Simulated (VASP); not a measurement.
Input of a VASP 6.6.1 run:

File INCAR:

```
SYSTEM = MgSbF6
PREC     = Accurate       ! precision mode
ENCUT    = 520            ! plane-wave cutoff, eV
EDIFF    = 1E-6           ! SCF threshold, eV
ISMEAR   = 1              ! smearing method
SIGMA    = 0.1            ! smearing width, eV
LREAL    = .FALSE.        ! projectors in reciprocal space
LASPH    = .TRUE.         ! aspherical terms in the spheres
NELM     = 60             ! most SCF steps
ALGO     = Normal         ! electronic algorithm
ISIF     = 2              ! what is computed and relaxed
LWAVE    = .FALSE.        ! write WAVECAR
LCHARG   = .TRUE.         ! write CHGCAR
LELF     = .TRUE.         ! ELF
LVHAR    = .TRUE.       
NBANDS   = 34             ! bands
```

File KPOINTS:

```
regular mesh
0
G
  4 4 4
  0 0 0
```

Contents of POSCAR:

```
MgSbF6
1.0
    2.7428412700      1.5835801500      4.6782333300
   -2.7428412700      1.5835801500      4.6782333300
    0.0000000000     -3.1671603000      4.6782333300
Mg Sb F
1 1 6
Direct
    0.5000000000      0.5000000000      0.5000000000
    0.0000000000      0.0000000000      0.0000000000
    0.7490880000      0.1612600000      0.3435700000
    0.3435700000      0.7490880000      0.1612600000
    0.8387400000      0.6564300000      0.2509120000
    0.6564300000      0.2509120000      0.8387400000
    0.2509120000      0.8387400000      0.6564300000
    0.1612600000      0.3435700000      0.7490880000
```

Potentials or basis: VASP PAW LDA potentials, release 64 (Mg, Sb, F).

Command:

```console
$ cat potpaw_LDA.64/Mg/POTCAR potpaw_LDA.64/Sb/POTCAR potpaw_LDA.64/F/POTCAR > POTCAR
$ mpirun -np 1 vasp_std > vasp.out
```

(1) Predict the pressure.

(2) What does it give for the largest force?

Answers

(1) -5.9 GPa.

(2) 0.211 eV/Å.

Caveat: an odd number of electrons without spin polarisation forces a metal; a magnetic or distorted state may lie lower.
